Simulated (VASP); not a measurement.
# Hf in VASP: further runs

Hf is run at these levels: PBE; tasks: single point.

Program: VASP 6.6.1. These are calculated values, not measurements. Logs are shortened: lines on timing, memory, paths and dates and some standing lists are left out, and cuts for length are marked.

## Step 1: The cell of the first run

The cell holds a sheet with vacuum, 1 atom: a = 2.901 Å, b = 2.901 Å, c = 23.800 Å, α = 90.00°, β = 90.00°, γ = 120.00°.

The cell was generated, and may not be a known phase.

## Step 2: Single point, PBE

The input, INCAR:

```
  ALGO = Normal
  DIPOL = 0.5 0.5 0.294
  EDIFF = 1E-6
  ENCUT = 520
  GGA = PE
  IDIPOL = 3
  ISIF = 2
  ISMEAR = 0
  LASPH = True
  LCHARG = False
  LDIPOL = True
  LREAL = False
  LWAVE = False
  NBANDS = 11
  NELM = 80
  PREC = Accurate
  SIGMA = 0.1
```

The input, KPOINTS:

```
k-points
0
Gamma
  24 24 1
```

The input, POSCAR:

```
Hf
1.0
    2.9005557727      0.0000000000      0.0000000000
   -1.4502778864      2.5119549843      0.0000000000
    0.0000000000      0.0000000000     23.8000000000
Hf
1
Direct
    0.0000000000      0.0000000000      0.2941176471
```

Potentials or basis: VASP PAW PBE potentials, release 64 (Hf_pv).

On the command line:

```console
> cat potpaw_PBE.64/Hf_pv/POTCAR > POTCAR
> mpirun -np 1 vasp_std > vasp.out
```

OUTCAR:

```text
EDIFF = 1E-6
   ENCUT = 520
   GGA = PE
   ISIF = 2
   ISMEAR = 0
   LASPH = True
   LREAL = False
   NELM = 80
   PREC = Accurate

 ion  position               nearest neighbor table
   1  0.000  0.000  0.294-

  LATTYP: Found a hexagonal cell.
 ALAT       =     2.9005557727
 C/A-ratio  =     8.2053240362

  Lattice vectors:

 A1 = (   2.9005557727,   0.0000000000,   0.0000000000)
 A2 = (  -1.4502778864,   2.5119549843,   0.0000000000)
 A3 = (   0.0000000000,   0.0000000000,  23.8000000000)

Analysis of symmetry for initial positions (statically):
=====================================================================
 Subroutine PRICEL returns:
 Original cell was already a primitive cell.

 Routine SETGRP: Setting up the symmetry group for a
 hexagonal supercell.

 Subroutine GETGRP returns: Found 24 space group operations
 (whereof 12 operations were pure point group operations)
 out of a pool of 24 trial point group operations.

The static configuration has the point symmetry C_6v.
 The point group associated with its full space group is D_6h.

Analysis of symmetry for dynamics (positions and initial velocities):
=====================================================================
 Subroutine PRICEL returns:
 Original cell was already a primitive cell.

 Routine SETGRP: Setting up the symmetry group for a
 hexagonal supercell.

 Subroutine GETGRP returns: Found 24 space group operations
 (whereof 12 operations were pure point group operations)
 out of a pool of 24 trial point group operations.

The dynamic configuration has the point symmetry C_6v.
 The point group associated with its full space group is D_6h.

 Subroutine INISYM returns: Found 24 space group operations
 (whereof 12 operations are pure point group operations),
 and found     1 'primitive' translations

----------------------------------------------------------------------------------------

                                     Primitive cell

  volume of cell :     173.4084

  direct lattice vectors                    reciprocal lattice vectors
     2.900555773  0.000000000  0.000000000     0.344761514  0.199048153  0.000000000
    -1.450277886  2.511954984  0.000000000     0.000000000  0.398096306  0.000000000
     0.000000000  0.000000000 23.800000000     0.000000000  0.000000000  0.042016807

  length of vectors
     2.900555773  2.900555773 23.800000000     0.398096306  0.398096306  0.042016807

  position of ions in fractional coordinates (direct lattice)
     0.000000000  0.000000000  0.294117647

  ion indices of the primitive-cell ions
   primitive index   ion index
                 1           1

----------------------------------------------------------------------------------------

 KPOINTS: k-points

Automatic generation of k-mesh.
 Grid dimensions read from file:
 generate k-points for:   24   24    1

 Generating k-lattice:

  Cartesian coordinates                     Fractional coordinates (reciprocal lattice)
     0.014365063  0.008293673  0.000000000     0.041666667  0.000000000  0.000000000
     0.000000000  0.016587346  0.000000000     0.000000000  0.041666667  0.000000000
     0.000000000  0.000000000  0.042016807     0.000000000  0.000000000  1.000000000

  Length of vectors
     0.016587346  0.016587346  0.042016807

  Shift w.r.t. Gamma in fractional coordinates (k-lattice)
     0.000000000  0.000000000  0.000000000

 Subroutine IBZKPT returns following result:
 ===========================================

 Found     61 irreducible k-points:

 Following reciprocal coordinates:
            Coordinates               Weight
  0.000000  0.000000  0.000000      1.000000
  0.041667  0.000000  0.000000      6.000000
  0.083333 -0.000000  0.000000      6.000000
  0.125000  0.000000  0.000000      6.000000
  0.166667  0.000000  0.000000      6.000000
  0.208333 -0.000000  0.000000      6.000000
[... 16 lines left out ...]
  0.416667  0.041667  0.000000     12.000000
  0.458333  0.041667  0.000000     12.000000
 [... further k-points ...]
   k-points           NKPTS =     61   k-points in BZ     NKDIM =     61   number of bands    NBANDS=     11
   number of dos      NEDOS =    301   number of ions     NIONS =      1
   total plane-waves  NPLWV = 103680
   dimension x,y,z NGX =    24 NGY =   24 NGZ =  180
   dimension x,y,z NGXF=    48 NGYF=   48 NGZF=  360
   ions per type =               1
   NGX,Y,Z   is equivalent  to a cutoff of  13.76, 13.76, 12.57 a.u.
   NGXF,Y,Z  is equivalent  to a cutoff of  27.51, 27.51, 25.15 a.u.
 SYSTEM =  unknown system
   PREC   = accura    normal or accurate (medium, high low for compatibility)
   ISTART =      0    job   : 0-new  1-cont  2-samecut
   ICHARG =      2    charge: 1-file 2-atom 10-const
   ISPIN  =      1    spin polarized calculation?
   LNONCOLLINEAR =      F non collinear calculations
   LSORBIT =      F    spin-orbit coupling
   LASPH  =      T    aspherical Exc in radial PAW
   ENCUT  =  520.0 eV  38.22 Ry    6.18 a.u.   5.39  5.39 44.25*2*pi/ulx,y,z
   NELM   =     80;   NELMIN=  2; NELMDL= -5     # of ELM steps
   EDIFF  = 0.1E-05   stopping-criterion for ELM
   LREAL  =      F    real-space projection
   EDIFFG = 0.1E-04   stopping-criterion for IOM
   NSW    =      0    number of steps for IOM
   IBRION =     -1    ionic relax: 0-MD 1-quasi-New 2-CG
   NFREE  =      0    steps in history (QN), initial steepest desc. (CG)
   ISIF   =      2    stress and relaxation
   ISYM   =      2    0-nonsym 1-usesym 2-fastsym
   POTIM  = 0.5000    time-step for ionic-motion
   TEBEG  =    0.0;   TEEND  =   0.0 temperature during run
   PSTRESS=    0.0 pullay stress
   NELECT =      10.0000    total number of electrons
   NUPDOWN=      -1.0000    fix difference up-down
   EMIN   =  10.00;   EMAX   =-10.00  energy-range for DOS
   EFERMI =   0.00;   METHOD = LEGACY
   ISMEAR =     0;   SIGMA  =   0.10  broadening in eV -4-tet -1-fermi 0-gaus
   EFERMI_NEDOS =   21; number of points for ismear=-14 and -15
   IALGO  =     38    algorithm
   IMIX   =      4    mixing-type and parameters
     AMIX     =   0.40;   BMIX     =  1.00
     AMIX_MAG =   1.60;   BMIX_MAG =  1.00
  volume/ion in A,a.u.               =     173.41      1170.22
  Fermi-wavevector in a.u.,A,eV,Ry     =   0.632487  1.195227  5.442869  0.400040
  Thomas-Fermi vector in A             =   1.695820
   LORBIT       =      0    0 simple, 1 ext, 2 COOP (PROOUT), +10 PAW based schemes
   GGA     = PE    functional components
   LHFCALC =     F    Hartree Fock is set to
   AEXX    =    0.0000 exact exchange contribution
   IVDW    =     0    specifies the selected vdW correction
   LEPSILON=     F    determine dielectric tensor
   LRPA    =     F    only Hartree local field effects (RPA)
 non-spin polarized calculation
 Gauss-broadening in eV      SIGMA  =   0.10
  energy-cutoff  :      520.00
  volume of cell :      173.41
 maximum number of plane-waves:      4759
 NGX is ok and might be reduce to    24
   NGX = 11   NGY = 11   NGZ = 89

 dipolmoment           0.000000      0.000000     -0.000001 electrons x Angstroem

 number of electron      10.0000000 magnetization

 dipolmoment           0.000000      0.000000      0.000002 electrons x Angstroem

 Free energy of the ion-electron system (eV)
  ---------------------------------------------------
  ext. energy  EPLUGINS =         0.00000000
  ---------------------------------------------------
  free energy    TOTEN  =        -7.79471767 eV

  energy without entropy =       -7.78221617  energy(sigma->0) =       -7.78846692

 E-fermi :  -3.0765     XC(G=0):  -2.1859

 val. band max:       -3.0866051514   @ k =   0.3333   0.2917   0.0000
 cond. band min:      -3.0701053713   @ k =   0.2500   0.1250   0.0000
 fundamental gap:      0.0164997801
 Fermi energy:        -3.0764546254

 k-point     1 :       0.0000    0.0000    0.0000
  band No.  band energies     occupation
      1     -33.7449      2.00000
      2     -32.8604      2.00000
      3     -32.8604      2.00000
      4      -8.6117      2.00000
      5      -3.3915      1.99999
      6      -2.8116      0.00018
      7      -1.1574      0.00000
      8      -1.1574      0.00000
      9       0.9466      0.00000
     10       1.1596      0.00000
     11       1.4801      0.00000

 k-point     2 :       0.0417    0.0000    0.0000
  band No.  band energies     occupation
      1     -33.7414      2.00000
      2     -32.8856      2.00000
      3     -32.8659      2.00000
      4      -8.5336      2.00000
      5      -3.3528      1.99991
      6      -2.8178      0.00025
      7      -1.2445      0.00000
      8      -1.0888      0.00000
      9       0.9865      0.00000
     10       1.1704      0.00000
     11       1.5206      0.00000

 k-point     3 :       0.0833   -0.0000    0.0000
  band No.  band energies     occupation
      1     -33.7311      2.00000
      2     -32.9588      2.00000
      3     -32.8820      2.00000
      4      -8.3044      2.00000
      5      -3.2385      1.97809
      6      -2.8408      0.00086
      7      -1.4813      0.00000
      8      -0.8844      0.00000
      9       1.1059      0.00000
     10       1.1842      0.00000
     11       1.6421      0.00000
[... 267 lines left out ...]
 k-point    23 :       0.4167    0.0417    0.0000
  band No.  band energies     occupation
      1     -34.1517      2.00000
      2     -33.5419      2.00000
      3     -33.1767      2.00000
      4      -5.7846      2.00000
      5      -4.0316      2.00000
      6      -1.2361      0.00000
      7      -0.0872      0.00000
      8       0.9758      0.00000
      9       3.0254      0.00000
     10       4.6372      0.00000
     11       5.2668      0.00000

 k-point    24 :       0.4583    0.0417    0.0000
  band No.  band energies     occupation
      1     -34.1926      2.00000
      2     -33.5348      2.00000
      3     -33.1873      2.00000
      4      -5.8189      2.00000
      5      -4.0877      2.00000
      6      -0.7312      0.00000
      7      -0.1832      0.00000
      8       0.9314      0.00000
      9       3.2790      0.00000
     10       5.0253      0.00000
     11       6.0068      0.00000

 [... further k-points ...]

------------------------ aborting loop because EDIFF is reached ----------------------------------------

 vacuum level on the upper side and lower side of the slab       (xc-potential included)        -0.010        -0.010

  FORCE on cell =-STRESS in cart. coord.  units (eV):
  Direction    XX          YY          ZZ          XY          YZ          ZX
  --------------------------------------------------------------------------------------
  -------------------------------------------------------------------------------------
  Total        0.4602284      0.4602284     -0.0035855     -0.0000000      0.0000000      0.0000000
  in kB        4.2522028      4.2522028     -0.0331275     -0.0000000      0.0000000      0.0000000
  external PRESSURE =       2.8237594 kB  Pullay stress =       0.0000000 kB

 VOLUME and BASIS-vectors are now :
 -----------------------------------------------------------------------------
  energy-cutoff  :      520.00
  volume of cell :      173.41
      direct lattice vectors                 reciprocal lattice vectors
     2.900555773  0.000000000  0.000000000     0.344761514  0.199048153  0.000000000
    -1.450277886  2.511954984  0.000000000     0.000000000  0.398096306  0.000000000
     0.000000000  0.000000000 23.800000000     0.000000000  0.000000000  0.042016807

 POSITION                                       TOTAL-FORCE (eV/Angst)
 -----------------------------------------------------------------------------------
      0.00000      0.00000      7.00000         0.000000     -0.000000      0.000000
 -----------------------------------------------------------------------------------
    total drift:                                0.000000      0.000000      0.000029

  FREE ENERGIE OF THE ION-ELECTRON SYSTEM (eV)
  ---------------------------------------------------
  free  energy   TOTEN  =        -7.7947176658 eV

  energy  without entropy=       -7.7822161698  energy(sigma->0) =       -7.78846692

 vacuum level on the upper side and lower side of the slab         1.230         1.230
```

It took 6.1 min on 1 thread of AMD EPYC 7R13, shared host; peak memory 0.33 GiB.

Results:

| Property | Result |
| --- | --- |
| Free energy | -7.7947 eV |
| Band gap on the k mesh | zero (bands 5 and 6 overlap by 0.85 eV) |

Caveat: spin-orbit coupling is left out, which moves the levels of the heavy elements.

## Step 3: Single point, PBE

This run uses another cell than the first one.

The input, INCAR:

```
PREC     = Accurate       # precision mode
ENCUT    = 520            # plane-wave cutoff, eV
EDIFF    = 1E-6           # SCF threshold, eV
ISMEAR   = 0              # smearing method
SIGMA    = 0.1            # smearing width, eV
LREAL    = False          # projectors in reciprocal space
LASPH    = True           # aspherical terms in the spheres
NELM     = 80             # most SCF steps
ALGO     = Normal         # electronic algorithm
ISIF     = 2              # what is computed and relaxed
LWAVE    = False          # write WAVECAR
LCHARG   = False          # write CHGCAR
LDIPOL   = True         
IDIPOL   = 3            
DIPOL    = 0.5 0.5 0.294
GGA      = PE             # functional
NBANDS   = 11             # bands
```

The input, KPOINTS:

```
Automatic mesh
0
Gamma
  24 24 1
```

The input, POSCAR:

```
Hf
1.0
    2.9334476409      0.0000000000      0.0000000000
   -1.4667238205      2.5404401777      0.0000000000
    0.0000000000      0.0000000000     23.8000000000
Hf
1
Direct
    0.0000000000      0.0000000000      0.2941176471
```

Potentials or basis: VASP PAW PBE potentials, release 64 (Hf_pv).

On the command line:

```console
> cat potpaw_PBE.64/Hf_pv/POTCAR > POTCAR
> mpirun -np 1 vasp_std > vasp.out
```

OUTCAR:

```text
PREC = Accurate
   ENCUT = 520
   EDIFF = 1E-6
   ISMEAR = 0
   LREAL = False
   LASPH = True
   NELM = 80
   ISIF = 2
   GGA = PE

 ion  position               nearest neighbor table
   1  0.000  0.000  0.294-

  LATTYP: Found a hexagonal cell.
 ALAT       =     2.9334476409
 C/A-ratio  =     8.1133201998

  Lattice vectors:

 A1 = (   2.9334476409,   0.0000000000,   0.0000000000)
 A2 = (  -1.4667238205,   2.5404401777,   0.0000000000)
 A3 = (   0.0000000000,   0.0000000000,  23.8000000000)

Analysis of symmetry for initial positions (statically):
=====================================================================
 Subroutine PRICEL returns:
 Original cell was already a primitive cell.

 Routine SETGRP: Setting up the symmetry group for a
 hexagonal supercell.

 Subroutine GETGRP returns: Found 24 space group operations
 (whereof 12 operations were pure point group operations)
 out of a pool of 24 trial point group operations.

The static configuration has the point symmetry C_6v.
 The point group associated with its full space group is D_6h.

Analysis of symmetry for dynamics (positions and initial velocities):
[... 177 lines left out ...]
      6      -2.8091      0.00025
      7      -1.1977      0.00000
      8      -1.1977      0.00000
      9       0.9322      0.00000
     10       1.1449      0.00000
     11       1.4589      0.00000
[... 309 lines left out ...]
 k-point    24 :       0.4583    0.0417    0.0000
  band No.  band energies     occupation
      1     -34.1850      2.00000
      2     -33.6296      2.00000
      3     -33.2778      2.00000
      4      -5.7334      2.00000
      5      -4.0203      2.00000
      6      -0.8248      0.00000
      7      -0.3516      0.00000
      8       0.7999      0.00000
      9       3.1514      0.00000
     10       4.7535      0.00000
     11       5.8369      0.00000

 [... further k-points ...]

------------------------ aborting loop because EDIFF is reached ----------------------------------------

 vacuum level on the upper side and lower side of the slab       (xc-potential included)        -0.009        -0.009

  FORCE on cell =-STRESS in cart. coord.  units (eV):
  Direction    XX          YY          ZZ          XY          YZ          ZX
  --------------------------------------------------------------------------------------
  -------------------------------------------------------------------------------------
  Total       -0.0645752     -0.0645752     -0.0031757      0.0000000     -0.0000000     -0.0000000
  in kB       -0.5833266     -0.5833266     -0.0286871      0.0000000     -0.0000000     -0.0000000
  external PRESSURE =      -0.3984468 kB  Pullay stress =       0.0000000 kB

 VOLUME and BASIS-vectors are now :
 -----------------------------------------------------------------------------
  energy-cutoff  :      520.00
  volume of cell :      177.36
      direct lattice vectors                 reciprocal lattice vectors
     2.933447641  0.000000000  0.000000000     0.340895807  0.196816286  0.000000000
    -1.466723820  2.540440178  0.000000000     0.000000000  0.393632572  0.000000000
     0.000000000  0.000000000 23.800000000     0.000000000  0.000000000  0.042016807

 POSITION                                       TOTAL-FORCE (eV/Angst)
 -----------------------------------------------------------------------------------
      0.00000      0.00000      7.00000         0.000000     -0.000000     -0.000000
 -----------------------------------------------------------------------------------
    total drift:                                0.000000      0.000000      0.000033

  FREE ENERGIE OF THE ION-ELECTRON SYSTEM (eV)
  ---------------------------------------------------
  free  energy   TOTEN  =        -7.7992282313 eV

  energy  without entropy=       -7.7868436250  energy(sigma->0) =       -7.79303593

 vacuum level on the upper side and lower side of the slab         1.210         1.210
```

It took 5.9 min on 1 thread of AMD EPYC 7R13, shared host; peak memory 0.33 GiB.

What came out:

- Free energy: -7.7992 eV
- Band gap on the k mesh: zero (bands 5 and 6 overlap by 0.77 eV)

Levels at points of the mesh, in eV from the Fermi level:
| k point | band 1 | band 2 | band 3 | band 4 | band 5 | band 6 | band 7 | band 8 | band 9 | band 10 |
| --- | --- | --- | --- | --- | --- | --- | --- | --- | --- | --- |
| (0.00, 0.00, 0.00) | -30.75 | -29.91 | -29.91 | -5.50 | -0.27 | 0.26 | 1.87 | 1.87 | 4.00 | 4.21 |
| (0.50, 0.00, 0.00) | -31.13 | -30.56 | -30.20 | -2.74 | -0.98 | 2.35 | 2.71 | 4.04 | 6.11 | 7.95 |

Caveat: spin-orbit coupling is left out, which moves the levels of the heavy elements.

The gap in the log of VASP goes by the Fermi energy; the results here count the filled bands.